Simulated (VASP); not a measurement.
# Ir (Fm-3m) in VASP: notebook

The runs below take Ir through single point, with LDA, PBE, PBEsol, RPBE, revPBE.

All numbers are computed with VASP 6.6.1; they aren't measurements. Logs are shortened: lines on timing, memory, paths and dates and some standing lists are left out, and cuts for length are marked.

**1. The cell of the first run**

The structure is cubic, space group Fm-3m (No. 225). The conventional cell has a = 3.810 Å, b = 3.810 Å, c = 3.810 Å, α = 90.00°, β = 90.00°, γ = 90.00°. Ir (site symmetry m-3m) has 12 Ir at 2.69 Å within 3.6 Å.

**2. Single point, LDA**

The input, INCAR:

```
PREC = Accurate
ENCUT = 520
EDIFF = 1E-7
ISMEAR = -1
SIGMA = 0.05
LREAL = F
LASPH = T
NELM = 60
ALGO = Normal
ISIF = 2
LWAVE = F
LCHARG = F
NBANDS = 10
```

The input, KPOINTS:

```
regular mesh
0
Gamma
  12 12 12
```

The input, POSCAR:

```
Ir
1.0
    0.0000000000      1.9048276272      1.9048276272
    1.9048276272      0.0000000000      1.9048276272
    1.9048276272      1.9048276272      0.0000000000
Ir
1
Direct
    0.0000000000      0.0000000000      0.0000000000
```

Potentials or basis: VASP PAW LDA potentials, release 64 (Ir).

The run is started by

```bash
$ cat potpaw_LDA.64/Ir/POTCAR > POTCAR
$ mpirun -np 1 vasp_std > vasp.out
```

OUTCAR:

```text
PREC = Accurate
   ENCUT = 520
   EDIFF = 1E-7
   ISMEAR = -1
   LREAL = F
   LASPH = T
   NELM = 60
   ISIF = 2

 ion  position               nearest neighbor table
   1  0.000  0.000  0.000-

  LATTYP: Found a face centered cubic cell.
 ALAT       =     3.8096552544

  Lattice vectors:

 A1 = (   0.0000000000,   1.9048276272,   1.9048276272)
 A2 = (   1.9048276272,   0.0000000000,   1.9048276272)
 A3 = (   1.9048276272,   1.9048276272,   0.0000000000)

Analysis of symmetry for initial positions (statically):
[... 5 lines left out ...]
 face centered cubic supercell.

 Subroutine GETGRP returns: Found 48 space group operations
 (whereof 48 operations were pure point group operations)
 out of a pool of 48 trial point group operations.

The static configuration has the point symmetry O_h .

Analysis of symmetry for dynamics (positions and initial velocities):
[... 5 lines left out ...]
 face centered cubic supercell.

 Subroutine GETGRP returns: Found 48 space group operations
 (whereof 48 operations were pure point group operations)
 out of a pool of 48 trial point group operations.

The dynamic configuration has the point symmetry O_h .

 Subroutine INISYM returns: Found 48 space group operations
 (whereof 48 operations are pure point group operations),
 and found     1 'primitive' translations

----------------------------------------------------------------------------------------

                                     Primitive cell

  volume of cell :      13.8228

  direct lattice vectors                    reciprocal lattice vectors
     0.000000000  1.904827627  1.904827627    -0.262490943  0.262490943  0.262490943
     1.904827627  0.000000000  1.904827627     0.262490943 -0.262490943  0.262490943
     1.904827627  1.904827627  0.000000000     0.262490943  0.262490943 -0.262490943

  length of vectors
     2.693833064  2.693833064  2.693833064     0.454647650  0.454647650  0.454647650

  position of ions in fractional coordinates (direct lattice)
     0.000000000  0.000000000  0.000000000

  ion indices of the primitive-cell ions
   primitive index   ion index
                 1           1

----------------------------------------------------------------------------------------

 KPOINTS: regular mesh

Automatic generation of k-mesh.
 Grid dimensions read from file:
 generate k-points for:   12   12   12

 Generating k-lattice:

  Cartesian coordinates                     Fractional coordinates (reciprocal lattice)
    -0.021874245  0.021874245  0.021874245     0.083333333  0.000000000  0.000000000
     0.021874245 -0.021874245  0.021874245     0.000000000  0.083333333  0.000000000
     0.021874245  0.021874245 -0.021874245     0.000000000  0.000000000  0.083333333

  Length of vectors
     0.037887304  0.037887304  0.037887304

  Shift w.r.t. Gamma in fractional coordinates (k-lattice)
     0.000000000  0.000000000  0.000000000

 Subroutine IBZKPT returns following result:
 ===========================================

 Found     72 irreducible k-points:

 Following reciprocal coordinates:
            Coordinates               Weight
  0.000000  0.000000  0.000000      1.000000
  0.083333  0.000000  0.000000      8.000000
  0.166667  0.000000  0.000000      8.000000
  0.250000  0.000000  0.000000      8.000000
  0.333333  0.000000  0.000000      8.000000
  0.416667  0.000000  0.000000      8.000000
[... 16 lines left out ...]
  0.500000  0.166667  0.000000     24.000000
 -0.416667  0.166667  0.000000     24.000000
 [... further k-points ...]
   k-points           NKPTS =     72   k-points in BZ     NKDIM =     72   number of bands    NBANDS=     10
   number of dos      NEDOS =    301   number of ions     NIONS =      1
   total plane-waves  NPLWV =   8000
   dimension x,y,z NGX =    20 NGY =   20 NGZ =   20
   dimension x,y,z NGXF=    40 NGYF=   40 NGZF=   40
   ions per type =               1
   NGX,Y,Z   is equivalent  to a cutoff of  12.34, 12.34, 12.34 a.u.
   NGXF,Y,Z  is equivalent  to a cutoff of  24.69, 24.69, 24.69 a.u.
 SYSTEM =  unknown system
   PREC   = accura    normal or accurate (medium, high low for compatibility)
   ISTART =      0    job   : 0-new  1-cont  2-samecut
   ICHARG =      2    charge: 1-file 2-atom 10-const
   ISPIN  =      1    spin polarized calculation?
   LNONCOLLINEAR =      F non collinear calculations
   LSORBIT =      F    spin-orbit coupling
   LASPH  =      T    aspherical Exc in radial PAW
   ENCUT  =  520.0 eV  38.22 Ry    6.18 a.u.   5.01  5.01  5.01*2*pi/ulx,y,z
   NELM   =     60;   NELMIN=  2; NELMDL= -5     # of ELM steps
   EDIFF  = 0.1E-06   stopping-criterion for ELM
   LREAL  =      F    real-space projection
   EDIFFG = 0.1E-05   stopping-criterion for IOM
   NSW    =      0    number of steps for IOM
   IBRION =     -1    ionic relax: 0-MD 1-quasi-New 2-CG
   NFREE  =      0    steps in history (QN), initial steepest desc. (CG)
   ISIF   =      2    stress and relaxation
   ISYM   =      2    0-nonsym 1-usesym 2-fastsym
   POTIM  = 0.5000    time-step for ionic-motion
   TEBEG  =    0.0;   TEEND  =   0.0 temperature during run
   PSTRESS=    0.0 pullay stress
   NELECT =       9.0000    total number of electrons
   NUPDOWN=      -1.0000    fix difference up-down
   EMIN   =  10.00;   EMAX   =-10.00  energy-range for DOS
[... 5 lines left out ...]
     AMIX     =   0.40;   BMIX     =  1.00
     AMIX_MAG =   1.60;   BMIX_MAG =  1.00
  volume/ion in A,a.u.               =      13.82        93.28
  Fermi-wavevector in a.u.,A,eV,Ry     =   1.418916  2.681362 27.392913  2.013322
  Thomas-Fermi vector in A             =   2.539991
   LORBIT       =      0    0 simple, 1 ext, 2 COOP (PROOUT), +10 PAW based schemes
   GGA     = CA    functional components
   LHFCALC =     F    Hartree Fock is set to
   AEXX    =    0.0000 exact exchange contribution
   IVDW    =     0    specifies the selected vdW correction
   LEPSILON=     F    determine dielectric tensor
   LRPA    =     F    only Hartree local field effects (RPA)
 non-spin polarized calculation
  energy-cutoff  :      520.00
  volume of cell :       13.82
 maximum number of plane-waves:       388
   NGX =  9   NGY =  9   NGZ =  9

 number of electron       9.0000001 magnetization

 Free energy of the ion-electron system (eV)
  ---------------------------------------------------
  ext. energy  EPLUGINS =         0.00000000
  ---------------------------------------------------
  free energy    TOTEN  =       -10.34624215 eV

  energy without entropy =      -10.34172871  energy(sigma->0) =      -10.34398543

 E-fermi :  10.7590     XC(G=0): -14.2743

 val. band max:       10.7309785320   @ k =   0.3333   0.0833   0.0000
 cond. band min:      10.7600084618   @ k =  -0.2500   0.0833   0.0000
 fundamental gap:      0.0290299298
 Fermi energy:        10.7589820019

 k-point     1 :       0.0000    0.0000    0.0000
  band No.  band energies     occupation
      1      -0.6327      2.00000
      2       6.6642      2.00000
      3       6.6642      2.00000
      4       6.6642      2.00000
      5       9.4886      2.00000
      6       9.4886      2.00000
      7      25.0216      0.00000
      8      30.6956      0.00000
      9      30.6956      0.00000
     10      30.6956      0.00000

 k-point     2 :       0.0833    0.0000    0.0000
  band No.  band energies     occupation
      1      -0.3182      2.00000
      2       6.5002      2.00000
      3       6.7990      2.00000
      4       6.7990      2.00000
      5       9.4032      2.00000
      6       9.4032      2.00000
      7      25.5659      0.00000
      8      29.2602      0.00000
      9      31.2211      0.00000
     10      31.2211      0.00000

 k-point     3 :       0.1667    0.0000    0.0000
  band No.  band energies     occupation
      1       0.5413      2.00000
      2       6.1739      2.00000
      3       7.0740      2.00000
      4       7.0740      2.00000
      5       9.3194      2.00000
      6       9.3194      2.00000
      7      26.6474      0.00000
      8      27.1899      0.00000
      9      32.6909      0.00000
     10      32.6909      0.00000

 k-point     4 :       0.2500    0.0000    0.0000
  band No.  band energies     occupation
      1       1.6093      2.00000
      2       6.1623      2.00000
      3       7.1293      2.00000
      4       7.1293      2.00000
      5       9.6654      2.00000
      6       9.6654      2.00000
      7      24.6143      0.00000
      8      27.6659      0.00000
      9      34.6933      0.00000
     10      34.6935      0.00000

 k-point     5 :       0.3333    0.0000    0.0000
  band No.  band energies     occupation
      1       2.2562      2.00000
      2       6.9004      2.00000
      3       6.9004      2.00000
      4       7.1212      2.00000
      5      10.4835      1.99193
      6      10.4835      1.99193
      7      22.1944      0.00000
      8      26.3299      0.00000
      9      33.5909      0.00000
     10      33.5909      0.00000

 k-point     6 :       0.4167    0.0000    0.0000
  band No.  band energies     occupation
      1       2.3717      2.00000
      2       6.6604      2.00000
      3       6.6604      2.00000
      4       8.8857      2.00000
      5      11.3088      0.00003
      6      11.3088      0.00003
      7      19.5949      0.00000
      8      25.0011      0.00000
      9      31.4681      0.00000
     10      31.4681      0.00000

 k-point     7 :       0.5000    0.0000    0.0000
  band No.  band energies     occupation
      1       2.3585      2.00000
      2       6.5665      2.00000
      3       6.5665      2.00000
      4       9.9495      2.00000
      5      11.6591      0.00000
      6      11.6591      0.00000
      7      18.2280      0.00000
      8      24.5644      0.00000
      9      30.6678      0.00000
     10      30.6678      0.00000

 k-point     8 :       0.0833    0.0833    0.0000
  band No.  band energies     occupation
      1      -0.2122      2.00000
      2       6.3433      2.00000
      3       6.9056      2.00000
      4       6.9056      2.00000
      5       9.1147      2.00000
      6       9.6147      2.00000
      7      25.7592      0.00000
      8      29.6877      0.00000
      9      30.8688      0.00000
     10      30.8688      0.00000

 k-point     9 :       0.1667    0.0833    0.0000
  band No.  band energies     occupation
      1       0.4749      2.00000
      2       5.9934      2.00000
      3       7.1848      2.00000
      4       7.2074      2.00000
      5       8.7965      2.00000
      6       9.7181      2.00000
      7      26.8652      0.00000
      8      27.9647      0.00000
      9      31.4246      0.00000
     10      32.0717      0.00000
[... 118 lines left out ...]
 k-point    19 :       0.1667    0.1667    0.0000
  band No.  band energies     occupation
      1       0.9505      2.00000
      2       5.5527      2.00000
      3       7.6166      2.00000
      4       7.6166      2.00000
      5       8.2230      2.00000
      6       9.9707      2.00000
      7      27.7511      0.00000
      8      28.8244      0.00000
      9      30.8372      0.00000
     10      30.8372      0.00000

 k-point    20 :       0.2500    0.1667    0.0000
  band No.  band energies     occupation
      1       1.8413      2.00000
      2       5.1541      2.00000
      3       7.3786      2.00000
      4       8.0020      2.00000
      5       8.6585      2.00000
      6      10.2855      1.99985
      7      27.3269      0.00000
      8      29.0058      0.00000
      9      30.5707      0.00000
     10      31.2283      0.00000

 k-point    21 :       0.3333    0.1667    0.0000
  band No.  band energies     occupation
      1       2.7831      2.00000
      2       5.1300      2.00000
      3       6.7445      2.00000
      4       8.0253      2.00000
      5      10.0458      2.00000
      6      10.9156      0.08351
      7      24.6802      0.00000
      8      28.4265      0.00000
      9      30.0223      0.00000
     10      31.8486      0.00000

 k-point    22 :       0.4167    0.1667    0.0000
  band No.  band energies     occupation
      1       3.1903      2.00000
      2       5.7451      2.00000
      3       6.4524      2.00000
      4       7.7885      2.00000
      5      11.5763      0.00000
      6      11.9225      0.00000
      7      21.4147      0.00000
      8      27.0709      0.00000
      9      29.2891      0.00000
     10      31.5115      0.00000

 k-point    23 :       0.5000    0.1667    0.0000
  band No.  band energies     occupation
      1       3.2560      2.00000
      2       5.7627      2.00000
      3       7.2887      2.00000
      4       7.5413      2.00000
      5      11.7425      0.00000
      6      14.0096      0.00000
      7      18.4895      0.00000
      8      26.3203      0.00000
      9      29.2728      0.00000
     10      29.8573      0.00000

 k-point    24 :      -0.4167    0.1667    0.0000
  band No.  band energies     occupation
      1       3.3288      2.00000
      2       5.7850      2.00000
      3       7.4250      2.00000
      4       7.6448      2.00000
      5      11.1888      0.00037
      6      14.6182      0.00000
      7      18.1825      0.00000
      8      26.1660      0.00000
      9      28.4867      0.00000
     10      30.5362      0.00000

 [... further k-points ...]
[... 5 lines left out ...]
  --------------------------------------------------------------------------------------
  -------------------------------------------------------------------------------------
  Total        0.2279708      0.2279708      0.2279708      0.0000000      0.0000000      0.0000000
  in kB       26.4236434     26.4236434     26.4236434      0.0000000      0.0000000      0.0000000
  external PRESSURE =      26.4236434 kB  Pullay stress =       0.0000000 kB

 VOLUME and BASIS-vectors are now :
 -----------------------------------------------------------------------------
  energy-cutoff  :      520.00
  volume of cell :       13.82
      direct lattice vectors                 reciprocal lattice vectors
     0.000000000  1.904827627  1.904827627    -0.262490943  0.262490943  0.262490943
     1.904827627  0.000000000  1.904827627     0.262490943 -0.262490943  0.262490943
     1.904827627  1.904827627  0.000000000     0.262490943  0.262490943 -0.262490943

 POSITION                                       TOTAL-FORCE (eV/Angst)
 -----------------------------------------------------------------------------------
      0.00000      0.00000      0.00000         0.000000      0.000000     -0.000000
 -----------------------------------------------------------------------------------
    total drift:                                0.000000      0.000000      0.000000

  FREE ENERGIE OF THE ION-ELECTRON SYSTEM (eV)
  ---------------------------------------------------
  free  energy   TOTEN  =       -10.3462421512 eV

  energy  without entropy=      -10.3417287145  energy(sigma->0) =      -10.34398543
```

Run time: 3.9 s. Hardware: 1 thread of Intel Xeon 6975P-C (Granite Rapids), shared host; peak memory 0.13 GiB.

Results:

- Free energy: -10.3462 eV
- Pressure: 2.6 GPa

Caveat: spin-orbit coupling is left out, which moves the levels of the heavy elements.

**3. Single point, PBE**

This run uses another cell than the first one, of 14.48 Å³/atom, 1.047 times its volume.

INCAR: that of step 2 with these lines changed.

```diff
@@ -12,2 +12,3 @@
 LCHARG = F
+GGA = PE
 NBANDS = 10
```

KPOINTS is that of step 2.

The input, POSCAR:

```
Ir
1.0
    0.0000000000      1.9345137765      1.9345137765
    1.9345137765      0.0000000000      1.9345137765
    1.9345137765      1.9345137765      0.0000000000
Ir
1
Direct
    0.0000000000      0.0000000000      0.0000000000
```

Potentials or basis: VASP PAW PBE potentials, release 64 (Ir).

The run is started by

```bash
$ cat potpaw_PBE.64/Ir/POTCAR > POTCAR
$ mpirun -np 1 vasp_std > vasp.out
```

OUTCAR:

```text
PREC = Accurate
   ENCUT = 520
   EDIFF = 1E-7
   ISMEAR = -1
   LREAL = F
   LASPH = T
   NELM = 60
   ISIF = 2
   GGA = PE

 ion  position               nearest neighbor table
   1  0.000  0.000  0.000-

  LATTYP: Found a face centered cubic cell.
 ALAT       =     3.8690275530

  Lattice vectors:

 A1 = (   0.0000000000,   1.9345137765,   1.9345137765)
 A2 = (   1.9345137765,   0.0000000000,   1.9345137765)
 A3 = (   1.9345137765,   1.9345137765,   0.0000000000)

Analysis of symmetry for initial positions (statically):
[... 5 lines left out ...]
 face centered cubic supercell.

 Subroutine GETGRP returns: Found 48 space group operations
 (whereof 48 operations were pure point group operations)
 out of a pool of 48 trial point group operations.

The static configuration has the point symmetry O_h .

Analysis of symmetry for dynamics (positions and initial velocities):
[... 5 lines left out ...]
 face centered cubic supercell.

 Subroutine GETGRP returns: Found 48 space group operations
 (whereof 48 operations were pure point group operations)
 out of a pool of 48 trial point group operations.

The dynamic configuration has the point symmetry O_h .

[... 139 lines left out ...]
  free energy    TOTEN  =        -8.86968062 eV

  energy without entropy =       -8.86470164  energy(sigma->0) =       -8.86719113

 E-fermi :  10.0309     XC(G=0): -13.8510

 val. band max:       10.0167836401   @ k =  -0.3333   0.3333   0.0000
 cond. band min:      10.0327244668   @ k =  -0.2500   0.0833   0.0000
 fundamental gap:      0.0159408267
 Fermi energy:        10.0309487498

 k-point     1 :       0.0000    0.0000    0.0000
  band No.  band energies     occupation
      1      -0.8631      2.00000
      2       6.2554      2.00000
      3       6.2554      2.00000
      4       6.2554      2.00000
      5       8.8434      2.00000
      6       8.8434      2.00000
      7      24.3806      0.00000
      8      29.8242      0.00000
      9      29.8242      0.00000
     10      29.8242      0.00000
[... 287 lines left out ...]
 k-point    24 :      -0.4167    0.1667    0.0000
  band No.  band energies     occupation
      1       3.0680      2.00000
      2       5.4260      2.00000
      3       6.9543      2.00000
      4       7.1201      2.00000
      5      10.4350      0.00062
      6      13.6909      0.00000
      7      17.0474      0.00000
      8      25.2095      0.00000
      9      27.3767      0.00000
     10      29.3229      0.00000

 [... further k-points ...]
[... 5 lines left out ...]
  --------------------------------------------------------------------------------------
  -------------------------------------------------------------------------------------
  Total        0.0510851      0.0510851      0.0510851     -0.0000000      0.0000000      0.0000000
  in kB        5.6527488      5.6527488      5.6527488     -0.0000000      0.0000000      0.0000000
  external PRESSURE =       5.6527488 kB  Pullay stress =       0.0000000 kB

 VOLUME and BASIS-vectors are now :
 -----------------------------------------------------------------------------
  energy-cutoff  :      520.00
  volume of cell :       14.48
      direct lattice vectors                 reciprocal lattice vectors
     0.000000000  1.934513777  1.934513777    -0.258462879  0.258462879  0.258462879
     1.934513777  0.000000000  1.934513777     0.258462879 -0.258462879  0.258462879
     1.934513777  1.934513777  0.000000000     0.258462879  0.258462879 -0.258462879

 POSITION                                       TOTAL-FORCE (eV/Angst)
 -----------------------------------------------------------------------------------
      0.00000      0.00000      0.00000         0.000000      0.000000      0.000000
 -----------------------------------------------------------------------------------
    total drift:                                0.000000      0.000000     -0.000000

  FREE ENERGIE OF THE ION-ELECTRON SYSTEM (eV)
  ---------------------------------------------------
  free  energy   TOTEN  =        -8.8696806170 eV

  energy  without entropy=       -8.8647016391  energy(sigma->0) =       -8.86719113
```

stdout:

```text
POSCAR found type information on POSCAR Ir
 POSCAR found :  1 types and       1 ions
 scaLAPACK will be used
 LDA part: xc-table for (Slater+PW92), standard interpolation
 POSCAR, INCAR and KPOINTS ok, starting setup
 FFT: planning ... GRIDC
 FFT: planning ... GRID_SOFT
 FFT: planning ... GRID
 WAVECAR not read
 entering main loop
```

It took 4.7 s on 1 thread of Intel Xeon 6975P-C (Granite Rapids), shared host; peak memory 0.13 GiB.

Results:

| Item | Value |
| --- | --- |
| Free energy | -8.8697 eV |
| Pressure | 0.6 GPa |

Levels at points of the mesh, in eV from the Fermi level:
| k point | band 2 | band 3 | band 4 | band 5 | band 6 | band 7 |
| --- | --- | --- | --- | --- | --- | --- |
| (0.00, 0.00, 0.00) | -3.78 | -3.78 | -3.78 | -1.19 | -1.19 | 14.35 |
| (0.50, 0.00, 0.00) | -3.87 | -3.87 | -0.72 | 0.83 | 0.83 | 7.00 |
| (0.50, 0.50, 0.00) | -7.11 | 0.79 | 1.38 | 1.38 | 1.68 | 10.17 |

Caveat: spin-orbit coupling is left out, which moves the levels of the heavy elements.

(Part 1 of 2 ends here.)
